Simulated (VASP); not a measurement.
# Si16As (a cell with a defect) in VASP: a series of runs

Si16As (a cell with a defect) is run at these levels: PBE; tasks: single point.

All numbers are computed with VASP 6.6.1; they aren't measurements. Logs are shortened: lines on timing, memory, paths and dates and some standing lists are left out, and cuts for length are marked.

### 1 The cell of the first run

The cell holds a defect, 17 atoms: a = 7.679 Å, b = 7.679 Å, c = 7.679 Å, α = 60.00°, β = 60.00°, γ = 60.00°.

### 2 Single point, PBE, collinear spin, zero start

The input, INCAR:

```
ALGO = Normal ; EDIFF = 1E-6
ENCUT = 520 ; GGA = PE
ISIF = 2 ; ISMEAR = 0
ISPIN = 2 ; LASPH = T
LCHARG = T ; LELF = T
LORBIT = 11 ; LREAL = Auto
LVHAR = T ; LWAVE = F
MAGMOM = 0 0 0 0 0 0 0 0 0 0 0 0 0 0 0 0 0 ; NBANDS = 52
NELM = 150 ; PREC = Accurate
SIGMA = 0.02
```

The input, KPOINTS:

```
k-points
0
Gamma
  2 2 2
```

The input, POSCAR:

```
Si16As
1.0
    0.0000000000      5.4300000000      5.4300000000
    5.4300000000      0.0000000000      5.4300000000
    5.4300000000      5.4300000000      0.0000000000
Si As
16 1
Direct
   -0.0043505525     -0.0065967772      0.0049787293
    0.1229813076      0.1232013812      0.1238785451
   -0.0074840700     -0.0096231123      0.4994582873
    0.1216154696      0.0847773481      0.6405808471
    0.0022582873      0.4962744936     -0.0000991713
    0.1310584715      0.6139927256      0.1260531308
    0.0341457643      0.4506089319      0.5052279006
    0.1293129834      0.6118632597      0.6273207182
    0.4941747698      0.0042589319      0.0003839779
    0.6171588398      0.1463325046      0.1062356354
    0.4612402394      0.0721918048      0.4808628913
    0.6150797422      0.1434847145      0.6292534070
    0.4995214549      0.5136293738     -0.0049606814
    0.6278743094      0.6299999079      0.1225299263
    0.4980027624      0.5113900552      0.4949340700
    0.6483017495      0.5866008287      0.6325275322
    0.8172499079      0.8449559853      0.4131806630
```

Potentials or basis: VASP PAW PBE potentials, release 64 (Si, As).

The run is started by

```
$ cat potpaw_PBE.64/Si/POTCAR potpaw_PBE.64/As/POTCAR > POTCAR
$ mpirun -np 1 vasp_std > vasp.out
```

OUTCAR:

```text
EDIFF = 1E-6
   ENCUT = 520
   GGA = PE
   ISIF = 2
   ISMEAR = 0
   ISPIN = 2
   LASPH = T
   LORBIT = 11
   LREAL = Auto
   NELM = 150
   PREC = Accurate

 ion  position               nearest neighbor table
   1  0.996  0.993  0.005-   4 2.29   2 2.36   6 2.38  10 2.38  17 2.59
   2  0.123  0.123  0.124-   9 2.33   5 2.34   3 2.36   1 2.36
   3  0.993  0.990  0.499-   4 2.29   2 2.36   8 2.37  12 2.38  17 2.58
   4  0.122  0.085  0.641-  11 2.23   3 2.29   1 2.29   7 2.31
   5  0.002  0.496  1.000-   8 2.34   6 2.34   2 2.34  14 2.35
   6  0.131  0.614  0.126-  13 2.32   5 2.34   1 2.38   7 2.39  17 2.85
   7  0.034  0.451  0.505-   4 2.31   8 2.39   6 2.39  16 2.42  17 2.54  11 3.10
   8  0.129  0.612  0.627-  15 2.32   5 2.34   3 2.37   7 2.39  17 2.89
   9  0.494  0.004  0.000-   2 2.33  12 2.33  10 2.33  14 2.35
  10  0.617  0.146  0.106-  13 2.31   9 2.33  11 2.37   1 2.38  17 2.81
  11  0.461  0.072  0.481-   4 2.23  17 2.35  12 2.37  10 2.37  16 3.05   7 3.10
  12  0.615  0.143  0.629-  15 2.31   9 2.33  11 2.37   3 2.38  17 2.84
  13  0.500  0.514  0.995-  16 2.30  10 2.31   6 2.32  14 2.33
  14  0.628  0.630  0.123-  13 2.33  15 2.34   9 2.35   5 2.35
  15  0.498  0.511  0.495-  16 2.30  12 2.31   8 2.32  14 2.34
  16  0.648  0.587  0.633-  13 2.30  15 2.30  17 2.35   7 2.42  11 3.05
  17  0.817  0.845  0.413-  16 2.35  11 2.35   7 2.54   3 2.58   1 2.59  10 2.81  12 2.84   6 2.85
                             8 2.89

  LATTYP: Found a face centered cubic cell.
 ALAT       =    10.8600000000

  Lattice vectors:

 A1 = (   0.0000000000,   5.4300000000,   5.4300000000)
 A2 = (   5.4300000000,   0.0000000000,   5.4300000000)
 A3 = (   5.4300000000,   5.4300000000,   0.0000000000)

Analysis of symmetry for initial positions (statically):
=====================================================================
 Subroutine PRICEL returns:
 Original cell was already a primitive cell.

 Routine SETGRP: Setting up the symmetry group for a
 face centered cubic supercell.

 Subroutine GETGRP returns: Found  1 space group operations
 (whereof  1 operations were pure point group operations)
 out of a pool of 48 trial point group operations.

The static configuration has the point symmetry C_1 .

Analysis of symmetry for dynamics (positions and initial velocities):
=====================================================================
 Subroutine PRICEL returns:
 Original cell was already a primitive cell.

 Routine SETGRP: Setting up the symmetry group for a
 face centered cubic supercell.

 Subroutine GETGRP returns: Found  1 space group operations
 (whereof  1 operations were pure point group operations)
 out of a pool of 48 trial point group operations.

The dynamic configuration has the point symmetry C_1 .

Analysis of structural, dynamic, and magnetic symmetry:
=====================================================================
 Subroutine PRICEL returns:
 Original cell was already a primitive cell.

 Routine SETGRP: Setting up the symmetry group for a
 face centered cubic supercell.

 Subroutine GETGRP returns: Found  1 space group operations
 (whereof  1 operations were pure point group operations)
 out of a pool of 48 trial point group operations.

The overall configuration has the point symmetry C_1 .

 Subroutine INISYM returns: Found  1 space group operations
 (whereof  1 operations are pure point group operations),
 and found     1 'primitive' translations

----------------------------------------------------------------------------------------

                                     Primitive cell

  volume of cell :     320.2060

  direct lattice vectors                    reciprocal lattice vectors
     0.000000000  5.430000000  5.430000000    -0.092081031  0.092081031  0.092081031
     5.430000000  0.000000000  5.430000000     0.092081031 -0.092081031  0.092081031
     5.430000000  5.430000000  0.000000000     0.092081031  0.092081031 -0.092081031

  length of vectors
     7.679179644  7.679179644  7.679179644     0.159489025  0.159489025  0.159489025

  position of ions in fractional coordinates (direct lattice)
     0.995649447  0.993403223  0.004978729
     0.122981308  0.123201381  0.123878545
[... 77 lines left out ...]
   ions per type =              16   1
   NGX,Y,Z   is equivalent  to a cutoff of  12.99, 12.99, 12.99 a.u.
   NGXF,Y,Z  is equivalent  to a cutoff of  25.98, 25.98, 25.98 a.u.
 SYSTEM =  unknown system
   PREC   = accura    normal or accurate (medium, high low for compatibility)
   ISTART =      0    job   : 0-new  1-cont  2-samecut
   ICHARG =      2    charge: 1-file 2-atom 10-const
   ISPIN  =      2    spin polarized calculation?
   LNONCOLLINEAR =      F non collinear calculations
   LSORBIT =      F    spin-orbit coupling
   LASPH  =      T    aspherical Exc in radial PAW
   ENCUT  =  520.0 eV  38.22 Ry    6.18 a.u.  14.28 14.28 14.28*2*pi/ulx,y,z
   NELM   =    150;   NELMIN=  2; NELMDL= -5     # of ELM steps
   EDIFF  = 0.1E-05   stopping-criterion for ELM
   LREAL  =      T    real-space projection
   EDIFFG = 0.1E-04   stopping-criterion for IOM
   NSW    =      0    number of steps for IOM
   IBRION =     -1    ionic relax: 0-MD 1-quasi-New 2-CG
   NFREE  =      0    steps in history (QN), initial steepest desc. (CG)
   ISIF   =      2    stress and relaxation
   ISYM   =      2    0-nonsym 1-usesym 2-fastsym
   POTIM  = 0.5000    time-step for ionic-motion
   TEBEG  =    0.0;   TEEND  =   0.0 temperature during run
   PSTRESS=    0.0 pullay stress
   NELECT =      69.0000    total number of electrons
   NUPDOWN=      -1.0000    fix difference up-down
   EMIN   =  10.00;   EMAX   =-10.00  energy-range for DOS
   EFERMI =   0.00;   METHOD = LEGACY
   ISMEAR =     0;   SIGMA  =   0.02  broadening in eV -4-tet -1-fermi 0-gaus
   EFERMI_NEDOS =   21; number of points for ismear=-14 and -15
   IALGO  =     38    algorithm
   IMIX   =      4    mixing-type and parameters
     AMIX     =   0.40;   BMIX     =  1.00
     AMIX_MAG =   1.60;   BMIX_MAG =  1.00
  volume/ion in A,a.u.               =      18.84       127.11
  Fermi-wavevector in a.u.,A,eV,Ry     =   0.981480  1.854728 13.106528  0.963303
  Thomas-Fermi vector in A             =   2.112490
   LORBIT       =     11    0 simple, 1 ext, 2 COOP (PROOUT), +10 PAW based schemes
   GGA     = PE    functional components
   LHFCALC =     F    Hartree Fock is set to
   AEXX    =    0.0000 exact exchange contribution
   IVDW    =     0    specifies the selected vdW correction
   LEPSILON=     F    determine dielectric tensor
   LRPA    =     F    only Hartree local field effects (RPA)
 spin polarized calculation
 Gauss-broadening in eV      SIGMA  =   0.02
  energy-cutoff  :      520.00
  volume of cell :      320.21
 maximum number of plane-waves:      8646
 NGX is ok and might be reduce to    60
   NGX = 29   NGY = 29   NGZ = 29

 number of electron      69.0000000 magnetization       0.0000000

 number of electron      69.0000000 magnetization      -0.0000000

 Free energy of the ion-electron system (eV)
  ---------------------------------------------------
  ext. energy  EPLUGINS =         0.00000000
  ---------------------------------------------------
  free energy    TOTEN  =       -86.57530752 eV

  energy without entropy =      -86.57530648  energy(sigma->0) =      -86.57530700

 E-fermi :   6.7663     XC(G=0):  -9.7257

 val. band max:        6.7100525969   @ k =   0.5000   0.5000   0.0000
 cond. band min:       6.8226447167   @ k =   0.0000   0.5000   0.5000
 fundamental gap:      0.1125921198
 Fermi energy:         6.7662889326

 spin component 1

 k-point     1 :       0.0000    0.0000    0.0000
  band No.  band energies     occupation
      1      -7.2198      1.00000
      2      -4.6799      1.00000
      3      -3.7614      1.00000
      4      -3.6391      1.00000
      5      -3.5632      1.00000
      6      -3.2058      1.00000
[... 381 lines left out ...]
     45      10.2042      0.00000
     46      10.3187      0.00000
 Fermi energy:         6.7662889326

 spin component 2

 k-point     1 :       0.0000    0.0000    0.0000
  band No.  band energies     occupation
      1      -7.2198      1.00000
      2      -4.6799      1.00000
      3      -3.7614      1.00000
      4      -3.6391      1.00000
      5      -3.5632      1.00000
      6      -3.2058      1.00000
[... 381 lines left out ...]
     45      10.2042      0.00000
     46      10.3187      0.00000
 [bands above 46 left out]

------------------------ aborting loop because EDIFF is reached ----------------------------------------

  FORCE on cell =-STRESS in cart. coord.  units (eV):
  Direction    XX          YY          ZZ          XY          YZ          ZX
  --------------------------------------------------------------------------------------
  -------------------------------------------------------------------------------------
  Total       13.7458307     13.9079089     13.8122271     -1.7125604     -0.2042406      0.1937383
  in kB       68.7784031     69.5893750     69.1106230     -8.5689381     -1.0219349      0.9693857
  external PRESSURE =      69.1594670 kB  Pullay stress =       0.0000000 kB

 VOLUME and BASIS-vectors are now :
 -----------------------------------------------------------------------------
  energy-cutoff  :      520.00
  volume of cell :      320.21
      direct lattice vectors                 reciprocal lattice vectors
     0.000000000  5.430000000  5.430000000    -0.092081031  0.092081031  0.092081031
     5.430000000  0.000000000  5.430000000     0.092081031 -0.092081031  0.092081031
     5.430000000  5.430000000  0.000000000     0.092081031  0.092081031 -0.092081031

 POSITION                                       TOTAL-FORCE (eV/Angst)
 -----------------------------------------------------------------------------------
      5.42121      5.43341     10.80056         0.031743      0.093320     -0.075038
      1.34164      1.34045      1.33677         0.009045      0.001692      0.000605
      8.08981      8.10142     10.76711        -0.064117     -0.007629     -0.044629
      3.93869      4.13873      1.12071        -0.093683      0.148582     -0.165954
      8.12423      5.44172      2.70703        -0.014964      0.006296      0.033076
      4.01845      1.39612      4.04563         0.006735      0.073124     -0.054111
[... 9 lines left out ...]
      6.61987      6.95490      6.70552        -0.272378      0.259993     -0.064323
      6.83168      6.68124      9.02578         0.170895     -0.152043     -0.307306
 -----------------------------------------------------------------------------------
    total drift:                                0.005508     -0.003447     -0.002703

  FREE ENERGIE OF THE ION-ELECTRON SYSTEM (eV)
  ---------------------------------------------------
  free  energy   TOTEN  =       -86.5753075188 eV

  energy  without entropy=      -86.5753064753  energy(sigma->0) =      -86.57530700

 total charge

# of ion       s       p       d       tot
------------------------------------------
    1        0.750   0.933   0.000   1.683
    2        0.749   0.948   0.000   1.697
    3        0.748   0.937   0.000   1.685
    4        0.785   0.973   0.000   1.757
    5        0.742   0.957   0.000   1.700
    6        0.756   0.925   0.000   1.681
[... 9 lines left out ...]
   16        0.773   0.912   0.000   1.685
   17        1.304   1.458   0.106   2.867
--------------------------------------------------
tot         13.395  16.480   0.106  29.981

 magnetization (x)

# of ion       s       p       d       tot
------------------------------------------
    1        0.000   0.000   0.000   0.000
    2       -0.000   0.000   0.000   0.000
    3       -0.000  -0.000   0.000  -0.000
    4       -0.000  -0.000   0.000  -0.000
    5        0.000   0.000   0.000   0.000
    6       -0.000   0.000   0.000   0.000
[... 9 lines left out ...]
   16       -0.000  -0.000   0.000  -0.000
   17       -0.000   0.000  -0.000   0.000
--------------------------------------------------
tot         -0.000  -0.000  -0.000  -0.000
```

It took 9.6 min on 1 thread of Intel Xeon 8259CL, shared host; peak memory 0.71 GiB.

What came out:

- Free energy: -86.5753 eV
- Pressure: 6.9 GPa
- Largest force: 0.497 eV/Å
- Net moment: 0.00 μB per cell
- Valence electrons inside the program's atomic spheres: Si 1.68, 1.70, 1.69, 1.76, 1.66, 1.71 (each value once); As 2.87

Forces in eV/Å, atoms in the order of the input:
```
Si   0.032  0.093 -0.075
Si   0.009  0.002  0.001
Si  -0.064 -0.008 -0.045
Si  -0.094  0.149 -0.166
Si  -0.015  0.006  0.033
Si   0.007  0.073 -0.054
Si  -0.146  0.141 -0.082
Si  -0.077 -0.028 -0.028
Si   0.022 -0.034  0.027
Si   0.013 -0.116  0.099
Si   0.284 -0.290  0.287
Si   0.095 -0.019  0.124
Si  -0.026 -0.092  0.090
Si  -0.005 -0.005  0.063
Si   0.068  0.019  0.098
Si  -0.272  0.260 -0.064
As   0.171 -0.152 -0.307
```

Stress tensor (GPa, compression positive):
```
 6.88 -0.86  0.10
-0.86  6.96 -0.10
 0.10 -0.10  6.91
```

Levels at points of the mesh, in eV from the Fermi level:
Spin up:
```tsv
k point	band 32	band 33	band 34	band 35	band 36	band 37
(0.00, 0.00, 0.00)	-0.95	-0.62	-0.61	-0.53	-0.12	0.07
(0.50, 0.00, 0.00)	-1.35	-1.33	-0.59	0.13	0.64	0.92
(0.00, 0.50, 0.00)	-1.41	-1.32	-0.54	0.13	0.56	0.86
(0.00, 0.00, 0.50)	-1.37	-1.04	-0.63	-0.10	0.91	0.95
(0.50, 0.50, 0.50)	-1.37	-1.02	-0.64	-0.12	0.87	0.99
(0.50, 0.50, 0.00)	-1.84	-1.76	-0.06	0.48	0.62	1.01
(0.00, 0.50, 0.50)	-1.69	-1.50	-0.20	0.06	1.00	1.11
(0.50, 0.00, 0.50)	-1.68	-1.49	-0.21	0.07	1.01	1.11
```
Spin down:
| k point | band 32 | band 33 | band 34 | band 35 | band 36 | band 37 |
| --- | --- | --- | --- | --- | --- | --- |
| (0.00, 0.00, 0.00) | -0.95 | -0.62 | -0.61 | -0.53 | -0.12 | 0.07 |
| (0.50, 0.00, 0.00) | -1.35 | -1.33 | -0.59 | 0.13 | 0.64 | 0.92 |
| (0.00, 0.50, 0.00) | -1.41 | -1.32 | -0.54 | 0.13 | 0.56 | 0.86 |
| (0.00, 0.00, 0.50) | -1.37 | -1.04 | -0.63 | -0.10 | 0.91 | 0.95 |
| (0.50, 0.50, 0.50) | -1.37 | -1.02 | -0.64 | -0.12 | 0.87 | 0.99 |
| (0.50, 0.50, 0.00) | -1.84 | -1.76 | -0.06 | 0.48 | 0.62 | 1.01 |
| (0.00, 0.50, 0.50) | -1.69 | -1.50 | -0.20 | 0.06 | 1.00 | 1.11 |
| (0.50, 0.00, 0.50) | -1.68 | -1.49 | -0.21 | 0.07 | 1.01 | 1.11 |

Caveat: the k points lie up to 0.50 Å⁻¹ apart; no moment was typed at the start, so none could form.

### 3 Single point, PBE, collinear spin, zero start

The input, INCAR:

```
PREC = Accurate ; ENCUT = 520
EDIFF = 1E-6 ; ISMEAR = 0
SIGMA = 0.02 ; LREAL = Auto
LASPH = T ; NELM = 150
ALGO = Normal ; ISIF = 2
LWAVE = F ; LCHARG = F
ISPIN = 2 ; MAGMOM = 0 0 0 0 0 0 0 0 0 0 0 0 0 0 0 0 0
LORBIT = 11 ; GGA = PE
NBANDS = 52
```

The input, KPOINTS:

```
Automatic mesh
0
Gamma
  2 2 2
```

The input, POSCAR:

```
Si16As
1.0
    0.0000000000      5.4300000000      5.4300000000
    5.4300000000      0.0000000000      5.4300000000
    5.4300000000      5.4300000000      0.0000000000
Si As
16 1
Direct
   -0.0171465930     -0.0167086556      0.0373909761
    0.1238775322      0.1243110497      0.1304449355
    0.0032453959      0.0035045120      0.5077446593
    0.1008372928      0.1010245856      0.6711058011
    0.0064978821      0.4968070902     -0.0056512891
    0.1345688766      0.6090552486      0.1268136280
    0.0267213628      0.4601128913      0.5043650092
    0.1391287293      0.6159591160      0.6220580110
    0.4963206262      0.0070852670     -0.0058261510
    0.6086880295      0.1352388582      0.1264233886
    0.4596308471      0.0276593923      0.5039676796
    0.6156324125      0.1397782689      0.6219151013
    0.5046530387      0.5053397790     -0.0076281768
    0.6332395948      0.6338147330      0.1078143646
    0.5084286372      0.5091361878      0.4805383978
    0.6221474217      0.6226326888      0.6227468692
    0.8428265193      0.8435607735      0.4424511971
```

Potentials or basis: VASP PAW PBE potentials, release 64 (Si, As).

The run is started by

```
$ cat potpaw_PBE.64/Si/POTCAR potpaw_PBE.64/As/POTCAR > POTCAR
$ mpirun -np 1 vasp_std > vasp.out
```

It took 9.9 min on 1 thread of Intel Xeon 8259CL, shared host; peak memory 0.71 GiB.

It converged, with:

```yaml
Free_energy: -86.3661 eV
Pressure: 6.6 GPa
Largest_force: 0.116 eV/Å
Net_moment: 0.00 μB per cell
Valence_electrons_inside_the_program's_atomic_spheres: Si 1.69, 1.68, 1.76, 1.70, 1.66, 1.67, 1.71 (each value once); As 2.88
```

Forces on the atoms (eV/Å):
```
Si  -0.026 -0.026  0.032
Si   0.012  0.012 -0.007
Si   0.006  0.008 -0.010
Si  -0.004 -0.007  0.032
Si   0.002 -0.001 -0.007
Si   0.005  0.002 -0.004
Si   0.018  0.007 -0.020
Si   0.014  0.015 -0.003
Si  -0.001  0.004 -0.006
Si   0.003  0.004 -0.005
Si   0.005  0.018 -0.018
Si   0.013  0.013 -0.004
Si   0.005  0.003 -0.002
Si   0.004  0.005 -0.007
Si   0.002  0.001 -0.012
Si  -0.003 -0.002 -0.044
As  -0.056 -0.057  0.084
```

Stress tensor (GPa, compression positive):
```
 6.56 -0.76  0.51
-0.76  6.57  0.53
 0.51  0.53  6.71
```

Levels at points of the mesh, in eV from the Fermi level:
Spin up:
| k point | band 31 | band 32 | band 33 | band 34 | band 35 | band 36 | band 37 | band 38 |
| --- | --- | --- | --- | --- | --- | --- | --- | --- |
| (0.00, 0.00, 0.00) | -1.14 | -0.77 | -0.60 | -0.57 | -0.21 | -0.09 | 0.10 | 0.20 |
| (0.50, 0.00, 0.00) | -1.46 | -1.42 | -1.35 | -0.48 | 0.00 | 0.74 | 0.87 | 0.94 |
| (0.00, 0.50, 0.00) | -1.46 | -1.42 | -1.35 | -0.48 | 0.00 | 0.74 | 0.87 | 0.94 |
| (0.00, 0.00, 0.50) | -1.41 | -1.35 | -1.27 | -0.74 | 0.18 | 0.57 | 1.10 | 1.10 |
| (0.50, 0.50, 0.50) | -1.44 | -1.36 | -1.31 | -0.50 | -0.13 | 0.85 | 0.86 | 0.98 |
| (0.50, 0.50, 0.00) | -1.91 | -1.81 | -1.80 | -0.13 | 0.17 | 0.94 | 1.07 | 1.15 |
| (0.00, 0.50, 0.50) | -1.95 | -1.77 | -1.61 | -0.19 | 0.11 | 1.04 | 1.07 | 1.26 |
| (0.50, 0.00, 0.50) | -1.95 | -1.77 | -1.62 | -0.19 | 0.11 | 1.04 | 1.07 | 1.26 |
Spin down:
| k point | band 32 | band 33 | band 34 | band 35 | band 36 | band 37 |
| --- | --- | --- | --- | --- | --- | --- |
| (0.00, 0.00, 0.00) | -0.77 | -0.60 | -0.57 | -0.21 | -0.09 | 0.10 |
| (0.50, 0.00, 0.00) | -1.42 | -1.35 | -0.48 | 0.00 | 0.74 | 0.87 |
| (0.00, 0.50, 0.00) | -1.42 | -1.35 | -0.48 | 0.00 | 0.74 | 0.87 |
| (0.00, 0.00, 0.50) | -1.35 | -1.27 | -0.74 | 0.18 | 0.57 | 1.10 |
| (0.50, 0.50, 0.50) | -1.36 | -1.31 | -0.50 | -0.13 | 0.85 | 0.86 |
| (0.50, 0.50, 0.00) | -1.81 | -1.80 | -0.13 | 0.17 | 0.94 | 1.07 |
| (0.00, 0.50, 0.50) | -1.77 | -1.61 | -0.19 | 0.11 | 1.04 | 1.07 |
| (0.50, 0.00, 0.50) | -1.77 | -1.62 | -0.19 | 0.11 | 1.04 | 1.07 |

Caveat: the k points lie up to 0.50 Å⁻¹ apart; no moment was typed at the start, so none could form.
